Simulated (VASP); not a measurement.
A run of VASP 6.6.1 is set up as follows.

Contents of POSCAR:

```
BaTiO3
1.0
    3.9727519129      0.0000000000      0.0000000000
    0.0000000000      3.9727519129      0.0000000000
    0.0000000000      0.0000000000      4.1114105467
Ba Ti O
1 1 3
Direct
    0.5000000000      0.5000000000      0.5849746091
    0.0000000000      0.0000000000      0.1030751120
    0.0000000000      0.5000000000      0.0629584848
    0.5000000000      0.0000000000      0.0629584848
    0.0000000000      0.0000000000      0.5460302993
```

The input INCAR.step1:

```
SYSTEM = BaTiO3
PREC = Accurate ; ENCUT = 520
ISMEAR = 0 ; SIGMA = 0.02
LREAL = .FALSE. ; LASPH = .TRUE.
NELM = 80 ; NBANDS = 28
GGA = PE ; ALGO = Normal
EDIFF = 1E-4 ; LWAVE = .TRUE.
LCHARG = .FALSE.
```

INCAR.step2

```
SYSTEM = BaTiO3
PREC = Accurate ; ENCUT = 520
EDIFF = 1E-6 ; ISMEAR = 0
SIGMA = 0.02 ; LREAL = .FALSE.
LASPH = .TRUE. ; NELM = 80
ALGO = Normal ; ISIF = 2
LWAVE = .FALSE. ; LCHARG = .TRUE.
METAGGA = R2SCAN ; LMIXTAU = .TRUE.
LELF = .TRUE. ; LVHAR = .TRUE.
NBANDS = 28 ; ISTART = 1
```

File KPOINTS:

```
Automatic mesh
0
G
  8 8 8
  0 0 0
```

Potentials or basis: VASP PAW PBE potentials, release 64 (Ba_sv, Ti_sv, O).

The run is started by

```console
$ cat potpaw_PBE.64/Ba_sv/POTCAR potpaw_PBE.64/Ti_sv/POTCAR potpaw_PBE.64/O/POTCAR > POTCAR
$ cp INCAR.step1 INCAR
$ mpirun -np 1 vasp_std > vasp.out
$ cp INCAR.step2 INCAR
$ mpirun -np 1 vasp_std > vasp.out
```

**Question.** What does it give for the band gap on the k mesh?

**Answer.** 2.21 eV (least direct gap 2.71 eV).

**Question.** Predict the largest force.

**Answer.** 0.170 eV/Å.

**Question.** What does it give for the pressure?

**Answer.** 1.9 GPa.

Forces on the atoms (eV/Å):
```
Ba   0.000  0.000 -0.030
Ti   0.000  0.000 -0.170
O    0.000  0.000  0.017
O    0.000  0.000  0.017
O    0.000  0.000  0.166
```

Caveat: the PAW data sets were made with another functional, which shifts forces and pressure a little; spin-orbit coupling is left out, which moves the levels of the heavy elements. A k mesh can miss the band edges.
